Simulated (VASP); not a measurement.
# TaN (Fm-3m) in VASP: single point with r2SCAN

Aim: the single point of TaN with r2SCAN.

All numbers are computed with VASP 6.6.1; they aren't measurements. Logs are shortened: lines on timing, memory, paths and dates and some standing lists are left out, and cuts for length are marked.

### 1 The cell of the first run

It takes space group Fm-3m (No. 225, cubic). Conventional cell: a = 4.358 Å, b = 4.358 Å, c = 4.358 Å, α = 90.00°, β = 90.00°, γ = 90.00°. Within 2.9 Å of Ta (site symmetry m-3m) lie 6 N at 2.18 Å. Within 2.9 Å of N (site symmetry m-3m) lie 6 Ta at 2.18 Å.

### 2 Single point, r2SCAN

POSCAR

```
TaN
1.0
    0.0000000000      2.1790000000      2.1790000000
    2.1790000000      0.0000000000      2.1790000000
    2.1790000000      2.1790000000      0.0000000000
Ta N
1 1
Direct
    0.5000000000      0.5000000000      0.5000000000
    0.0000000000      0.0000000000      0.0000000000
```

INCAR.step1

```
  PREC = Accurate
  ENCUT = 770
  ISMEAR = 0
  SIGMA = 0.05
  LREAL = F
  LASPH = T
  NELM = 120
  NBANDS = 16
  GGA = PE
  ALGO = Normal
  EDIFF = 1E-5
  LWAVE = T
  LCHARG = F
  GGA_COMPAT = F
```

INCAR.step2

```
  PREC = Accurate
  ENCUT = 770
  EDIFF = 1E-6
  ISMEAR = 0
  SIGMA = 0.05
  LREAL = F
  LASPH = T
  NELM = 120
  ALGO = Normal
  ISIF = 2
  LWAVE = F
  LCHARG = F
  METAGGA = R2SCAN
  LMIXTAU = T
  NBANDS = 16
  ISTART = 1
  GGA_COMPAT = F
```

KPOINTS

```
Automatic mesh
0
Gamma
  12 12 12
```

Potentials or basis: VASP PAW PBE potentials, release 64 (Ta_sv_GW, N).

On the command line:

```bash
$ cat potpaw_PBE.64/Ta_sv_GW/POTCAR potpaw_PBE.64/N/POTCAR > POTCAR
$ cp INCAR.step1 INCAR
$ mpirun -np 1 vasp_std > vasp.out
$ cp INCAR.step2 INCAR
$ mpirun -np 1 vasp_std > vasp.out
```

OUTCAR:

```text
PREC = Accurate
   ENCUT = 770
   EDIFF = 1E-6
   ISMEAR = 0
   LREAL = F
   LASPH = T
   NELM = 120
   ISIF = 2
   METAGGA = R2SCAN
   ISTART = 1

 ion  position               nearest neighbor table
   1  0.500  0.500  0.500-   2 2.18   2 2.18   2 2.18   2 2.18   2 2.18   2 2.18
   2  0.000  0.000  0.000-   1 2.18   1 2.18   1 2.18   1 2.18   1 2.18   1 2.18

  LATTYP: Found a face centered cubic cell.
 ALAT       =     4.3580000000

  Lattice vectors:

 A1 = (   0.0000000000,   2.1790000000,   2.1790000000)
 A2 = (   2.1790000000,   0.0000000000,   2.1790000000)
 A3 = (   2.1790000000,   2.1790000000,   0.0000000000)

Analysis of symmetry for initial positions (statically):
=====================================================================
 Subroutine PRICEL returns:
 Original cell was already a primitive cell.

 Routine SETGRP: Setting up the symmetry group for a
 face centered cubic supercell.

 Subroutine GETGRP returns: Found 48 space group operations
 (whereof 48 operations were pure point group operations)
 out of a pool of 48 trial point group operations.

The static configuration has the point symmetry O_h .

Analysis of symmetry for dynamics (positions and initial velocities):
=====================================================================
 Subroutine PRICEL returns:
 Original cell was already a primitive cell.

 Routine SETGRP: Setting up the symmetry group for a
 face centered cubic supercell.

 Subroutine GETGRP returns: Found 48 space group operations
 (whereof 48 operations were pure point group operations)
 out of a pool of 48 trial point group operations.

The dynamic configuration has the point symmetry O_h .

 Subroutine INISYM returns: Found 48 space group operations
 (whereof 48 operations are pure point group operations),
 and found     1 'primitive' translations

----------------------------------------------------------------------------------------

                                     Primitive cell

  volume of cell :      20.6920

  direct lattice vectors                    reciprocal lattice vectors
     0.000000000  2.179000000  2.179000000    -0.229463056  0.229463056  0.229463056
     2.179000000  0.000000000  2.179000000     0.229463056 -0.229463056  0.229463056
     2.179000000  2.179000000  0.000000000     0.229463056  0.229463056 -0.229463056

  length of vectors
     3.081571352  3.081571352  3.081571352     0.397441672  0.397441672  0.397441672

  position of ions in fractional coordinates (direct lattice)
[... 72 lines left out ...]
   ICHARG =      0    charge: 1-file 2-atom 10-const
   ISPIN  =      1    spin polarized calculation?
   LNONCOLLINEAR =      F non collinear calculations
   LSORBIT =      F    spin-orbit coupling
   LASPH  =      T    aspherical Exc in radial PAW
   ENCUT  =  770.0 eV  56.59 Ry    7.52 a.u.   6.97  6.97  6.97*2*pi/ulx,y,z
   NELM   =    120;   NELMIN=  2; NELMDL=  0     # of ELM steps
   EDIFF  = 0.1E-05   stopping-criterion for ELM
   LREAL  =      F    real-space projection
[... 7 lines left out ...]
   TEBEG  =    0.0;   TEEND  =   0.0 temperature during run
   PSTRESS=    0.0 pullay stress
   NELECT =      18.0000    total number of electrons
   NUPDOWN=      -1.0000    fix difference up-down
   EMIN   =  10.00;   EMAX   =-10.00  energy-range for DOS
   EFERMI =   0.00;   METHOD = LEGACY
   ISMEAR =     0;   SIGMA  =   0.05  broadening in eV -4-tet -1-fermi 0-gaus
   EFERMI_NEDOS =   21; number of points for ismear=-14 and -15
   IALGO  =     38    algorithm
   IMIX   =      4    mixing-type and parameters
     AMIX     =   0.40;   BMIX     =  1.00
     AMIX_MAG =   1.60;   BMIX_MAG =  1.00
  volume/ion in A,a.u.               =      10.35        69.82
  Fermi-wavevector in a.u.,A,eV,Ry     =   1.562782  2.953230 33.229345  2.442288
  Thomas-Fermi vector in A             =   2.665650
   LORBIT       =      0    0 simple, 1 ext, 2 COOP (PROOUT), +10 PAW based schemes
   METAGGA = R2SCAN    functional components
   LHFCALC =     F    Hartree Fock is set to
   AEXX    =    0.0000 exact exchange contribution
   IVDW    =     0    specifies the selected vdW correction
   LEPSILON=     F    determine dielectric tensor
   LRPA    =     F    only Hartree local field effects (RPA)
 non-spin polarized calculation
 Gauss-broadening in eV      SIGMA  =   0.05
  energy-cutoff  :      770.00
  volume of cell :       20.69
 maximum number of plane-waves:      1018
   NGX = 13   NGY = 13   NGZ = 13

 number of electron      17.9999999 magnetization

 Free energy of the ion-electron system (eV)
  ---------------------------------------------------
  ext. energy  EPLUGINS =         0.00000000
  ---------------------------------------------------
  free energy    TOTEN  =       -62.18368837 eV

  energy without entropy =      -62.18196283  energy(sigma->0) =      -62.18282560

 E-fermi :  14.2377     XC(G=0): -14.9440

 val. band max:       14.2135458139   @ k =  -0.2500   0.1667   0.0000
 cond. band min:      14.2418376232   @ k =   0.2500   0.0833   0.0000
 fundamental gap:      0.0282918094
 Fermi energy:        14.2376988019

 k-point     1 :       0.0000    0.0000    0.0000
  band No.  band energies     occupation
      1     -57.3190      2.00000
      2     -22.7876      2.00000
      3     -22.7876      2.00000
      4     -22.7876      2.00000
      5      -5.9288      2.00000
      6      10.0625      2.00000
[... 433 lines left out ...]
      3     -23.0495      2.00000
      4     -22.9116      2.00000
      5      -3.1865      2.00000
      6       4.0249      2.00000
[... 8 lines left out ...]
     15      25.9948      0.00000
     16      27.7764      0.00000

 [... further k-points ...]

------------------------ aborting loop because EDIFF is reached ----------------------------------------

  FORCE on cell =-STRESS in cart. coord.  units (eV):
  Direction    XX          YY          ZZ          XY          YZ          ZX
  --------------------------------------------------------------------------------------
  -------------------------------------------------------------------------------------
  Total        1.2774668      1.2774668      1.2774668     -0.0000000     -0.0000000     -0.0000000
  in kB       98.9141746     98.9141746     98.9141746     -0.0000000     -0.0000000     -0.0000000
  external PRESSURE =      98.9141746 kB  Pullay stress =       0.0000000 kB

 VOLUME and BASIS-vectors are now :
 -----------------------------------------------------------------------------
  energy-cutoff  :      770.00
  volume of cell :       20.69
      direct lattice vectors                 reciprocal lattice vectors
     0.000000000  2.179000000  2.179000000    -0.229463056  0.229463056  0.229463056
     2.179000000  0.000000000  2.179000000     0.229463056 -0.229463056  0.229463056
     2.179000000  2.179000000  0.000000000     0.229463056  0.229463056 -0.229463056

 POSITION                                       TOTAL-FORCE (eV/Angst)
 -----------------------------------------------------------------------------------
      2.17900      2.17900      2.17900         0.000000      0.000000      0.000000
      0.00000      0.00000      0.00000         0.000000      0.000000     -0.000000
 -----------------------------------------------------------------------------------
    total drift:                                0.000000      0.000000      0.000000

  FREE ENERGIE OF THE ION-ELECTRON SYSTEM (eV)
  ---------------------------------------------------
  free  energy   TOTEN  =       -62.1836883745 eV

  energy  without entropy=      -62.1819628295  energy(sigma->0) =      -62.18282560
```

Run time: 2.2 min. Hardware: 1 thread of Intel Xeon Platinum 8259CL at 2.50GHz (Skylake/Cascade Lake), shared host; peak memory 0.2 GiB.

Results:

```
Free energy            : -62.1837 eV
Pressure               : 9.9 GPa
Band gap on the k mesh : zero (bands 9 and 10 overlap by 4.25 eV)
```

Caveat: the cell stands under pressure; the PAW data sets were made with another functional, which shifts forces and pressure a little; spin-orbit coupling is left out, which moves the levels of the heavy elements.

The gap in the log of VASP goes by the Fermi energy; the results here count the filled bands.